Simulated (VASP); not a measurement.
Set up this calculation in VASP 6.6.1, as the native input.

* Task: relaxation of cell and atoms
* Functional: PBEsol
* Potentials or basis: VASP PAW PBE potentials, release 64 (Sn_d)
* Cutoff: 600 eV
* k mesh: 20 × 20 × 20
* Occupations: gaussian, width 0.1 eV
* Spin: no spin polarisation
* Dipole correction: no
* Further INCAR settings: ALGO = Normal; EDIFF = 1e-06; IBRION = 2; EDIFFG = -0.01; NSW = 100; ISIF = 3

The structure of Sn lies in POSCAR:

```
Sn
1.0
   -1.8563688605      1.8563688605      1.8976160602
    1.8563688605     -1.8563688605      1.8976160602
    1.8563688605      1.8563688605     -1.8976160602
Sn
1
Direct
    0.5000000000      0.5000000000      0.0000000000
```

The input as run:

INCAR

```
PREC = Accurate ; ENCUT = 600
EDIFF = 1E-6 ; ISMEAR = 0
SIGMA = 0.1 ; LREAL = False
LASPH = True ; NELM = 100
ALGO = Normal ; ISIF = 3
LWAVE = False ; LCHARG = False
GGA = PS ; IBRION = 2
NSW = 100 ; EDIFFG = -0.01
```

KPOINTS

```
Automatic mesh
0
Gamma
  20 20 20
```

Potentials or basis: VASP PAW PBE potentials, release 64 (Sn_d).

Launch:

```console
$ cat potpaw_PBE.64/Sn_d/POTCAR > POTCAR
$ mpirun -np 1 vasp_std > vasp.out
```

Results of the run:

```
Relaxed volume                         : 26.06 Å³/atom
Relaxed cell                           : a = 3.235 Å, b = 3.235 Å, c = 3.235 Å, α = 110.06°, β = 110.06°, γ = 108.30°
Space group after relaxing (to 0.05 Å) : I4/mmm (No. 139)
Energy gained by relaxing              : 0.1 meV/atom
Ionic steps                            : 5
Pressure after relaxing                : 0.0 GPa
Band gap on the k mesh                 : zero (band 7 reaches 16.71 eV, above the bottom of band 8 at 5.89 eV)
```

Caveat: the PAW data sets were made with another functional, which shifts forces and pressure a little; spin-orbit coupling is left out, which moves the levels of the heavy elements.

Run time: 5.4 min on 1 thread of Intel(R) Xeon(R) Platinum 8488C (Sapphire Rapids), with other jobs on the host, peak memory 0.35 GiB.
